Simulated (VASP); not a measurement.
# ScC3 (P6_3/mmc) in VASP: notebook

Runs on ScC3. Level: PBE. Tasks: single point, relaxation of cell and atoms.

Program: VASP 6.6.1. These are calculated values, not measurements. Logs are shortened: lines on timing, memory, paths and dates and some standing lists are left out, and cuts for length are marked.

## (1) The cell of the first run

Symmetry: P6_3/mmc, No. 194, hexagonal system. The conventional cell has a = 5.282 Å, b = 5.282 Å, c = 4.842 Å, α = 90.00°, β = 90.00°, γ = 120.00°. Sc (site symmetry -6m2) has 9 C at 2.21 to 2.56 Å within 2.9 Å. C (site symmetry mm2) has 2 C at 1.45 Å within 1.9 Å.

## (2) Single point, PBE

Contents of INCAR:

```
SYSTEM = ScC3
ALGO = Normal
EDIFF = 1E-6
ENCUT = 520
GGA = PE
ISIF = 2
ISMEAR = 0
LASPH = .TRUE.
LCHARG = .FALSE.
LREAL = .FALSE.
LWAVE = .FALSE.
NBANDS = 33
NELM = 60
PREC = Accurate
SIGMA = 0.1
```

Contents of KPOINTS:

```
k-points
0
G
  12 12 8
  0 0 0
```

Contents of POSCAR:

```
ScC3
1.0
    5.2817077773      0.0000000000      0.0000000000
   -2.6408538886      4.5740931105      0.0000000000
    0.0000000000      0.0000000000      4.8415811598
Sc C
2 6
Direct
    0.3333333333      0.6666666667      0.2500000000
    0.6666666667      0.3333333333      0.7500000000
    0.8496875082      0.4248437541      0.2500000000
    0.4248437541      0.8496875082      0.7500000000
    0.5751562459      0.4248437541      0.2500000000
    0.1503124918      0.5751562459      0.7500000000
    0.5751562459      0.1503124918      0.2500000000
    0.4248437541      0.5751562459      0.7500000000
```

Potentials or basis: VASP PAW PBE potentials, release 64 (Sc_sv, C).

Run with:

```sh
$ cat potpaw_PBE.64/Sc_sv/POTCAR potpaw_PBE.64/C/POTCAR > POTCAR
$ mpirun -np 1 vasp_std > vasp.out
```

OUTCAR:

```text
SYSTEM = ScC3
   EDIFF = 1E-6
   ENCUT = 520
   GGA = PE
   ISIF = 2
   ISMEAR = 0
   LASPH = .TRUE.
   LREAL = .FALSE.
   NELM = 60
   PREC = Accurate

 ion  position               nearest neighbor table
   1  0.333  0.667  0.250-   7 2.21   3 2.21   5 2.21   4 2.56   4 2.56   6 2.56   6 2.56   8 2.56
                             8 2.56
   2  0.667  0.333  0.750-   4 2.21   6 2.21   8 2.21   7 2.56   7 2.56   3 2.56   3 2.56   5 2.56
                             5 2.56
   3  0.850  0.425  0.250-   5 1.45   7 1.45   1 2.21   2 2.56   2 2.56
   4  0.425  0.850  0.750-   8 1.45   6 1.45   2 2.21   1 2.56   1 2.56
   5  0.575  0.425  0.250-   7 1.45   3 1.45   1 2.21   2 2.56   2 2.56
   6  0.150  0.575  0.750-   8 1.45   4 1.45   2 2.21   1 2.56   1 2.56
   7  0.575  0.150  0.250-   5 1.45   3 1.45   1 2.21   2 2.56   2 2.56
   8  0.425  0.575  0.750-   4 1.45   6 1.45   2 2.21   1 2.56   1 2.56

  LATTYP: Found a hexagonal cell.
 ALAT       =     5.2817077773
 C/A-ratio  =     0.9166696387

  Lattice vectors:

 A1 = (   5.2817077773,   0.0000000000,   0.0000000000)
 A2 = (  -2.6408538886,   4.5740931105,   0.0000000000)
 A3 = (   0.0000000000,   0.0000000000,   4.8415811598)

Analysis of symmetry for initial positions (statically):
=====================================================================
 Subroutine PRICEL returns:
 Original cell was already a primitive cell.

 Routine SETGRP: Setting up the symmetry group for a
 hexagonal supercell.

 Subroutine GETGRP returns: Found 24 space group operations
 (whereof 12 operations were pure point group operations)
 out of a pool of 24 trial point group operations.

The static configuration has the point symmetry D_3d.
 The point group associated with its full space group is D_6h.

Analysis of symmetry for dynamics (positions and initial velocities):
=====================================================================
 Subroutine PRICEL returns:
 Original cell was already a primitive cell.

 Routine SETGRP: Setting up the symmetry group for a
 hexagonal supercell.

 Subroutine GETGRP returns: Found 24 space group operations
 (whereof 12 operations were pure point group operations)
 out of a pool of 24 trial point group operations.

The dynamic configuration has the point symmetry D_3d.
 The point group associated with its full space group is D_6h.

 Subroutine INISYM returns: Found 24 space group operations
 (whereof 12 operations are pure point group operations),
 and found     1 'primitive' translations

----------------------------------------------------------------------------------------

                                     Primitive cell

  volume of cell :     116.9679

  direct lattice vectors                    reciprocal lattice vectors
     5.281707777  0.000000000  0.000000000     0.189332701  0.109311286  0.000000000
    -2.640853889  4.574093110  0.000000000     0.000000000  0.218622572  0.000000000
     0.000000000  0.000000000  4.841581160     0.000000000  0.000000000  0.206544095

  length of vectors
     5.281707777  5.281707777  4.841581160     0.218622572  0.218622572  0.206544095

  position of ions in fractional coordinates (direct lattice)
     0.333333333  0.666666667  0.250000000
     0.666666667  0.333333333  0.750000000
     0.849687508  0.424843754  0.250000000
     0.424843754  0.849687508  0.750000000
     0.575156246  0.424843754  0.250000000
     0.150312492  0.575156246  0.750000000
     0.575156246  0.150312492  0.250000000
     0.424843754  0.575156246  0.750000000

  ion indices of the primitive-cell ions
   primitive index   ion index
                 1           1
                 2           2
                 3           3
                 4           4
                 5           5
                 6           6
                 7           7
                 8           8

----------------------------------------------------------------------------------------

 KPOINTS: k-points

Automatic generation of k-mesh.
 Grid dimensions read from file:
 generate k-points for:   12   12    8

 Generating k-lattice:

  Cartesian coordinates                     Fractional coordinates (reciprocal lattice)
     0.015777725  0.009109274  0.000000000     0.083333333  0.000000000  0.000000000
     0.000000000  0.018218548  0.000000000     0.000000000  0.083333333  0.000000000
     0.000000000  0.000000000  0.025818012     0.000000000  0.000000000  0.125000000

  Length of vectors
     0.018218548  0.018218548  0.025818012

  Shift w.r.t. Gamma in fractional coordinates (k-lattice)
     0.000000000  0.000000000  0.000000000

 Subroutine IBZKPT returns following result:
 ===========================================

 Found     95 irreducible k-points:

 Following reciprocal coordinates:
            Coordinates               Weight
  0.000000  0.000000  0.000000      1.000000
  0.083333  0.000000  0.000000      6.000000
  0.166667  0.000000  0.000000      6.000000
  0.250000  0.000000  0.000000      6.000000
  0.333333  0.000000  0.000000      6.000000
  0.416667  0.000000  0.000000      6.000000
[... 16 lines left out ...]
  0.250000  0.000000  0.125000     12.000000
  0.333333  0.000000  0.125000     12.000000
 [... further k-points ...]
   k-points           NKPTS =     95   k-points in BZ     NKDIM =     95   number of bands    NBANDS=     33
   number of dos      NEDOS =    301   number of ions     NIONS =      8
   total plane-waves  NPLWV =  57600
   dimension x,y,z NGX =    40 NGY =   40 NGZ =   36
   dimension x,y,z NGXF=    80 NGYF=   80 NGZF=   72
   ions per type =               2   6
   NGX,Y,Z   is equivalent  to a cutoff of  12.59, 12.59, 12.36 a.u.
   NGXF,Y,Z  is equivalent  to a cutoff of  25.18, 25.18, 24.72 a.u.
 SYSTEM =  ScC3
   PREC   = accura    normal or accurate (medium, high low for compatibility)
   ISTART =      0    job   : 0-new  1-cont  2-samecut
   ICHARG =      2    charge: 1-file 2-atom 10-const
   ISPIN  =      1    spin polarized calculation?
   LNONCOLLINEAR =      F non collinear calculations
   LSORBIT =      F    spin-orbit coupling
   LASPH  =      T    aspherical Exc in radial PAW
   ENCUT  =  520.0 eV  38.22 Ry    6.18 a.u.   9.82  9.82  9.00*2*pi/ulx,y,z
   NELM   =     60;   NELMIN=  2; NELMDL= -5     # of ELM steps
   EDIFF  = 0.1E-05   stopping-criterion for ELM
   LREAL  =      F    real-space projection
   EDIFFG = 0.1E-04   stopping-criterion for IOM
   NSW    =      0    number of steps for IOM
   IBRION =     -1    ionic relax: 0-MD 1-quasi-New 2-CG
   NFREE  =      0    steps in history (QN), initial steepest desc. (CG)
   ISIF   =      2    stress and relaxation
   ISYM   =      2    0-nonsym 1-usesym 2-fastsym
   POTIM  = 0.5000    time-step for ionic-motion
   TEBEG  =    0.0;   TEEND  =   0.0 temperature during run
   PSTRESS=    0.0 pullay stress
   NELECT =      46.0000    total number of electrons
   NUPDOWN=      -1.0000    fix difference up-down
   EMIN   =  10.00;   EMAX   =-10.00  energy-range for DOS
   EFERMI =   0.00;   METHOD = LEGACY
   ISMEAR =     0;   SIGMA  =   0.10  broadening in eV -4-tet -1-fermi 0-gaus
   EFERMI_NEDOS =   21; number of points for ismear=-14 and -15
   IALGO  =     38    algorithm
   IMIX   =      4    mixing-type and parameters
     AMIX     =   0.40;   BMIX     =  1.00
     AMIX_MAG =   1.60;   BMIX_MAG =  1.00
  volume/ion in A,a.u.               =      14.62        98.67
  Fermi-wavevector in a.u.,A,eV,Ry     =   1.199422  2.266578 19.573511  1.438612
  Thomas-Fermi vector in A             =   2.335285
   LORBIT       =      0    0 simple, 1 ext, 2 COOP (PROOUT), +10 PAW based schemes
   GGA     = PE    functional components
   LHFCALC =     F    Hartree Fock is set to
   AEXX    =    0.0000 exact exchange contribution
   IVDW    =     0    specifies the selected vdW correction
   LEPSILON=     F    determine dielectric tensor
   LRPA    =     F    only Hartree local field effects (RPA)
 non-spin polarized calculation
 Gauss-broadening in eV      SIGMA  =   0.10
  energy-cutoff  :      520.00
  volume of cell :      116.97
 maximum number of plane-waves:      3175
 NGX is ok and might be reduce to    40
   NGX = 19   NGY = 19   NGZ = 19

 number of electron      46.0000010 magnetization

 Free energy of the ion-electron system (eV)
  ---------------------------------------------------
  ext. energy  EPLUGINS =         0.00000000
  ---------------------------------------------------
  free energy    TOTEN  =       -63.17922866 eV

  energy without entropy =      -63.17342631  energy(sigma->0) =      -63.17632749

 E-fermi :   2.7451     XC(G=0):  -9.0097

 val. band max:        2.7210829646   @ k =   0.3333   0.1667   0.1250
 cond. band min:       2.7651552201   @ k =   0.2500   0.2500   0.1250
 fundamental gap:      0.0440722555
 Fermi energy:         2.7451452032

 k-point     1 :       0.0000    0.0000    0.0000
  band No.  band energies     occupation
      1     -46.4099      2.00000
      2     -46.4021      2.00000
      3     -25.2048      2.00000
      4     -25.1529      2.00000
      5     -25.0536      2.00000
      6     -25.0536      2.00000
[... 25 lines left out ...]
     32       6.5446      0.00000
     33       7.9489      0.00000

 k-point     2 :       0.0833    0.0000    0.0000
  band No.  band energies     occupation
      1     -46.4098      2.00000
      2     -46.4022      2.00000
      3     -25.2040      2.00000
      4     -25.1537      2.00000
      5     -25.0539      2.00000
      6     -25.0532      2.00000
[... 25 lines left out ...]
     32       6.5479      0.00000
     33       7.9365      0.00000

 k-point     3 :       0.1667    0.0000    0.0000
  band No.  band energies     occupation
      1     -46.4094      2.00000
      2     -46.4026      2.00000
      3     -25.2017      2.00000
      4     -25.1560      2.00000
      5     -25.0548      2.00000
      6     -25.0522      2.00000
[... 25 lines left out ...]
     32       6.5636      0.00000
     33       7.8869      0.00000

 k-point     4 :       0.2500    0.0000    0.0000
  band No.  band energies     occupation
      1     -46.4089      2.00000
      2     -46.4031      2.00000
      3     -25.1981      2.00000
      4     -25.1595      2.00000
      5     -25.0559      2.00000
      6     -25.0507      2.00000
[... 25 lines left out ...]
     32       6.6050      0.00000
     33       7.8215      0.00000

 k-point     5 :       0.3333    0.0000    0.0000
  band No.  band energies     occupation
      1     -46.4082      2.00000
      2     -46.4037      2.00000
      3     -25.1937      2.00000
      4     -25.1638      2.00000
      5     -25.0571      2.00000
      6     -25.0487      2.00000
[... 604 lines left out ...]
 k-point    22 :       0.1667    0.0000    0.1250
  band No.  band energies     occupation
      1     -46.4091      2.00000
      2     -46.4028      2.00000
      3     -25.2040      2.00000
      4     -25.1619      2.00000
      5     -25.0529      2.00000
      6     -25.0503      2.00000
[... 25 lines left out ...]
     32       6.7543      0.00000
     33       7.6926      0.00000

 k-point    23 :       0.2500    0.0000    0.1250
  band No.  band energies     occupation
      1     -46.4086      2.00000
      2     -46.4033      2.00000
      3     -25.2010      2.00000
      4     -25.1654      2.00000
      5     -25.0540      2.00000
      6     -25.0486      2.00000
[... 25 lines left out ...]
     32       6.7624      0.00000
     33       7.6820      0.00000

 k-point    24 :       0.3333    0.0000    0.1250
  band No.  band energies     occupation
      1     -46.4080      2.00000
      2     -46.4039      2.00000
      3     -25.1973      2.00000
      4     -25.1697      2.00000
      5     -25.0551      2.00000
      6     -25.0466      2.00000
[... 25 lines left out ...]
     32       6.7792      0.00000
     33       7.6154      0.00000

 [... further k-points ...]

------------------------ aborting loop because EDIFF is reached ----------------------------------------

  FORCE on cell =-STRESS in cart. coord.  units (eV):
  Direction    XX          YY          ZZ          XY          YZ          ZX
  --------------------------------------------------------------------------------------
  -------------------------------------------------------------------------------------
  Total        0.4547861      0.4547861      0.1303790      0.0000000      0.0000000     -0.0000000
  in kB        6.2294705      6.2294705      1.7858775      0.0000000      0.0000000     -0.0000000
  external PRESSURE =       4.7482728 kB  Pullay stress =       0.0000000 kB

 VOLUME and BASIS-vectors are now :
 -----------------------------------------------------------------------------
  energy-cutoff  :      520.00
  volume of cell :      116.97
      direct lattice vectors                 reciprocal lattice vectors
     5.281707777  0.000000000  0.000000000     0.189332701  0.109311286  0.000000000
    -2.640853889  4.574093110  0.000000000     0.000000000  0.218622572  0.000000000
     0.000000000  0.000000000  4.841581160     0.000000000  0.000000000  0.206544095

 POSITION                                       TOTAL-FORCE (eV/Angst)
 -----------------------------------------------------------------------------------
     -0.00000      3.04940      1.21040        -0.000000      0.000000     -0.000000
      2.64085      1.52470      3.63119        -0.000000      0.000000     -0.000000
      3.36585      1.94327      1.21040         0.100198      0.057849     -0.000000
      0.00000      3.88655      3.63119         0.000000      0.115698     -0.000000
      1.91586      1.94327      1.21040        -0.100198      0.057849      0.000000
     -0.72500      2.63082      3.63119        -0.100198     -0.057849      0.000000
      2.64085      0.68754      1.21040        -0.000000     -0.115698      0.000000
      0.72500      2.63082      3.63119         0.100198     -0.057849      0.000000
 -----------------------------------------------------------------------------------
    total drift:                                0.000000     -0.000000      0.000000

  FREE ENERGIE OF THE ION-ELECTRON SYSTEM (eV)
  ---------------------------------------------------
  free  energy   TOTEN  =       -63.1792286620 eV

  energy  without entropy=      -63.1734263128  energy(sigma->0) =      -63.17632749
```

Wall time 6.2 min (1 thread of AMD EPYC 7R43 (Zen 3), shared host); peak memory 0.38 GiB.

What came out:

```
Free energy            : -63.1792 eV
Pressure               : 0.5 GPa
Largest force          : 0.116 eV/Å
Band gap on the k mesh : zero (bands 23 and 24 overlap by 2.84 eV)
```

Forces in eV/Å, atoms in the order of the input:
```
Sc   0.000  0.000  0.000
Sc   0.000  0.000  0.000
C    0.100  0.058  0.000
C    0.000  0.116  0.000
C   -0.100  0.058  0.000
C   -0.100 -0.058  0.000
C    0.000 -0.116  0.000
C    0.100 -0.058  0.000
```

Stress tensor (GPa, compression positive):
```
0.62 0.00 0.00
0.00 0.62 0.00
0.00 0.00 0.18
```

Levels at points of the mesh, in eV from the Fermi level:
```csv
k point,band 19,band 20,band 21,band 22,band 23,band 24,band 25,band 26,band 27,band 28
"(0.00, 0.00, 0.00)",-1.88,-1.88,-1.64,-1.64,-1.16,-1.16,2.03,2.03,2.79,2.79
"(0.50, 0.00, 0.00)",-2.58,-2.47,-1.79,-1.66,-1.10,-0.30,1.33,2.38,2.70,2.95
"(0.00, 0.00, 0.50)",-2.02,-2.02,-2.02,-2.02,1.68,1.68,1.68,1.68,3.11,3.11
"(0.50, 0.00, 0.50)",-2.33,-2.33,-2.11,-2.11,1.35,1.35,1.80,1.80,2.99,2.99
```

(Part 1 of 3 ends here.)
